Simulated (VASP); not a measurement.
Wanted: the native input for a VASP 6.6.1 run.

```
Task                   : single point
Functional             : PBE
Dispersion             : D3(BJ)
Potentials or basis    : VASP PAW PBE potentials, release 64 (As)
Cutoff                 : 520 eV
k mesh                 : 9 × 9 × 1
Occupations            : gaussian, width 0.02 eV
Spin                   : no spin polarisation
Dipole correction      : yes
Further INCAR settings : ALGO = Normal; EDIFF = 1e-06; NBANDS = 12
```

The structure of As lies in POSCAR:

```
As
1.0
    3.7500000000      0.0000000000      0.0000000000
   -1.8750000000      3.2475952642      0.0000000000
    0.0000000000      0.0000000000     28.5742413766
As
2
Direct
    0.3333333333      0.6666666667      0.4685555956
    0.6666666667      0.3333333333      0.5314444044
```

These files were run (other wordings do the same):

INCAR

```
  ALGO = Normal
  DIPOL = 0.5 0.5 0.500
  EDIFF = 1E-6
  ENCUT = 520
  GGA = PE
  IDIPOL = 3
  ISIF = 2
  ISMEAR = 0
  IVDW = 12
  LASPH = True
  LCHARG = False
  LDIPOL = True
  LREAL = False
  LWAVE = False
  NBANDS = 12
  NELM = 60
  PREC = Accurate
  SIGMA = 0.02
```

KPOINTS

```
k-points
0
Gamma
  9 9 1
```

Potentials or basis: VASP PAW PBE potentials, release 64 (As).

Run with:

```bash
$ cat potpaw_PBE.64/As/POTCAR > POTCAR
$ mpirun -np 1 vasp_std > vasp.out
```

Results of the run:

| Property | Result |
| --- | --- |
| Largest force | 3.641 eV/Å |
| Dispersion energy per atom | -0.187 eV |

It took 71 s on 1 thread of Intel(R) Xeon(R) Platinum 8259CL CPU @ 2.50GHz (Skylake/Cascade Lake), with other jobs on the host, peak memory 0.39 GiB.
